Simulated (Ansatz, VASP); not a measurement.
SrAs12Os4 in VASP and in Ansatz

```xyz
17
Lattice="-4.2953 4.2953 4.2953 4.2953 -4.2953 4.2953 4.2953 4.2953 -4.2953" Properties=species:S:1:pos:R:3 pbc="T T T"
Sr    0.0000    0.0000    0.0000
As    3.0088    4.2953   -1.2805
As    1.2864    0.0000    5.5758
As    3.0088    4.2953    1.2805
As    1.2864    0.0000    3.0148
As    4.2953   -1.2805    3.0088
As    0.0000    5.5758    1.2864
As    4.2953    1.2805    3.0088
As    0.0000    3.0148    1.2864
As   -1.2805    3.0088    4.2953
As    5.5758    1.2864    0.0000
As    1.2805    3.0088    4.2953
As    3.0148    1.2864    0.0000
Os    2.1476    2.1476   -2.1476
Os   -2.1476    2.1476    2.1476
Os    2.1476   -2.1476    2.1476
Os    2.1476    2.1476    2.1476
```

Alike in both runs: functional r2SCAN; k mesh 6 × 6 × 6; occupations gaussian, width 0.05 eV; no spin polarisation.

Ansatz relaxed the structure, and its values are those at the end. VASP's run is a single point on that final structure, the one shown.

|  | VASP | Ansatz |
| --- | --- | --- |
| version | VASP 6.6.1 | Ansatz 0.2.0 |
| potentials or method | VASP PAW PBE potentials, release 64 (Sr_sv, As, Os), cutoff 520 eV | scalar-relativistic, plane waves, PAW |
| valence electrons in the cell | 102 | 254 |

VASP gave:

```
gap on the k mesh at the Fermi level (eV) : none
pressure (GPa)                            : -0.3
rms of the force components (eV/Å)        : 0.008
```

Question: Which values does Ansatz return?

Answer: gap on the k mesh at the Fermi level (eV): none; pressure (GPa): -0.4; rms of the force components (eV/Å): 0.004.

VASP's potentials were made for PBE, not for r2SCAN. A gap of «none» marks a metal or a gap that the smearing closes. VASP's potentials hold 102 valence electrons a cell and Ansatz's 254, so a difference there can come from the potentials and not from the codes. Ansatz's warnings: stress scf threshold loose.

Spin-orbit coupling is off throughout.
